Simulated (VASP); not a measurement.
A run of VASP 6.6.1 is set up as follows.

Contents of INCAR:

```
  PREC = Accurate
  ENCUT = 520
  EDIFF = 1E-8
  ISMEAR = -1
  SIGMA = 0.05
  LREAL = F
  LASPH = T
  NELM = 150
  ALGO = Normal
  ISIF = 2
  LWAVE = F
  LCHARG = F
  ISPIN = 2
  MAGMOM = 1.5 1.5 0 0 0 0 0 0
  LORBIT = 11
  LMAXMIX = 4
  GGA = PE
  LEFG = T
  NBANDS = 69
```

The input KPOINTS:

```
regular mesh
0
Gamma
  7 7 7
```

Contents of POSCAR:

```
VGe3
1.0
    4.7680000000      0.0000000000      0.0000000000
    0.0000000000      4.7680000000      0.0000000000
    0.0000000000      0.0000000000      4.7680000000
V Ge
2 6
Direct
    0.0000000000      0.0000000000      0.0000000000
    0.5000000000      0.5000000000      0.5000000000
    0.2500000000      0.0000000000      0.5000000000
    0.5000000000      0.7500000000      0.0000000000
    0.7500000000      0.0000000000      0.5000000000
    0.5000000000      0.2500000000      0.0000000000
    0.0000000000      0.5000000000      0.7500000000
    0.0000000000      0.5000000000      0.2500000000
```

Potentials or basis: VASP PAW PBE potentials, release 64 (V_sv, Ge_d).

Command:

```console
$ cat potpaw_PBE.64/V_sv/POTCAR potpaw_PBE.64/Ge_d/POTCAR > POTCAR
$ mpirun -np 1 vasp_std > vasp.out
```

(1) Predict the pressure.

(2) What does it give for the site moments?

(3) Predict the net moment.

## Answers

(1) 28.9 GPa.

(2) V +1.18; Ge +0.00 μB.

(3) 2.75 μB per cell.

Caveat: the cell stands under pressure; without QUAD_EFG the Cq values of the log hold for a quadrupole moment of 1 mb, not for the nuclei.
